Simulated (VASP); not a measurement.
Runs of VASP 6.6.1 on TiH. The structure is that of space group Fm-3m (No. 225), or close to it. The cells are those of the table. 

```tsv
task	cell	gap on the mesh (eV)	pressure (GPa)
single point	a = 2.695 Å, angles 60.0°, 2 atoms	none	59.5
single point	a = 2.826 Å, angles 60.0°, 2 atoms	none	19.7
relaxation of cell and atoms	relaxed from a = 2.956 Å, angles 60.0°, 2 atoms	none	0.0
single point	a = 2.752 Å, angles 60.0°, 2 atoms	none	(a)
relaxation of cell and atoms	relaxed to 40 GPa from a = 2.956 Å, angles 60.0°, 2 atoms	none	39.9
relaxation of cell and atoms	relaxed to 60 GPa from a = 2.956 Å, angles 60.0°, 2 atoms	none	60.0
relaxation of cell and atoms	relaxed to 20 GPa from a = 2.956 Å, angles 60.0°, 2 atoms	none	20.0
single point	a = 2.931 Å, angles 60.0°, 2 atoms	none	-0.2
```

Alike in all rows: level PBEsol; potentials or basis VASP PAW PBE potentials, release 64 (Ti_sv, H); no spin polarisation; k mesh 18 × 18 × 18; cutoff (eV) 500; smearing fermi-dirac 0.1 eV.

Fill in the values left out.

(a) 39.6.

Caveats: the PAW data sets were made with another functional, which shifts forces and pressure a little; an odd number of electrons without spin polarisation forces a metal; a magnetic or distorted state may lie lower; the cell stands under pressure (at least some runs); the cell is relaxed towards a set pressure, so the run minimises the enthalpy, not the energy (at least some runs).

A gap of «none» marks levels without a gap at the run's occupations.
